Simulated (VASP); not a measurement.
The system is NaF.

```
Na F
1.0
     0.00000   -2.32330   -2.32330
     2.32330    0.00000   -2.32330
     2.32330   -2.32330    0.00000
Na F
1 1
Cartesian
  2.3233 -2.3233 -2.3233
  0.0000 0.0000 0.0000
```

- Program: VASP 6.6.1
- Task: relaxation of cell and atoms
- Functional: r2SCAN
- Potentials or basis: VASP PAW PBE potentials, release 64 (Na_pv, F)
- Cutoff: 600 eV
- k mesh: 8 × 8 × 8
- Occupations: gaussian, width 0.02 eV
- Spin: no spin polarisation

At the start: pressure -2.4 GPa; volume 12.54 Å³/atom.

How do energy, volume and symmetry change on relaxing?

Over 5 steps the energy falls by 5.2 meV/atom and the volume is 11.95 Å³/atom (-4.7 %); space group Fm-3m (No. 225, to 0.05 Å).

Step by step:
| step | energy change (eV) | largest force (eV/Å) | pressure (GPa) | volume (Å³) |
| --- | --- | --- | --- | --- |
| 1 | 0.0000 | 0.0000 | -2.44 | 25.08 |
| 2 | -0.0082 | 0.0000 | -1.12 | 24.39 |
| 3 | -0.0099 | 0.0000 | -0.48 | 24.10 |
| 4 | -0.0096 | 0.0000 | 0.92 | 23.52 |
| 5 | -0.0104 | 0.0000 | 0.00 | 23.90 |

Final structure:
```cif
data_structure
_symmetry_space_group_name_H-M 'P 1'
_symmetry_Int_Tables_number 1
_cell_length_a 3.2331
_cell_length_b 3.2331
_cell_length_c 3.2331
_cell_angle_alpha 60.000
_cell_angle_beta 60.000
_cell_angle_gamma 60.000
_cell_volume 23.90
loop_
_atom_site_label
_atom_site_type_symbol
_atom_site_fract_x
_atom_site_fract_y
_atom_site_fract_z
_atom_site_occupancy
Na1 Na 0.50000 0.50000 0.50000 1
F1 F 0.00000 0.00000 0.00000 1
```

Caveat: the PAW data sets were made with another functional, which shifts forces and pressure a little.
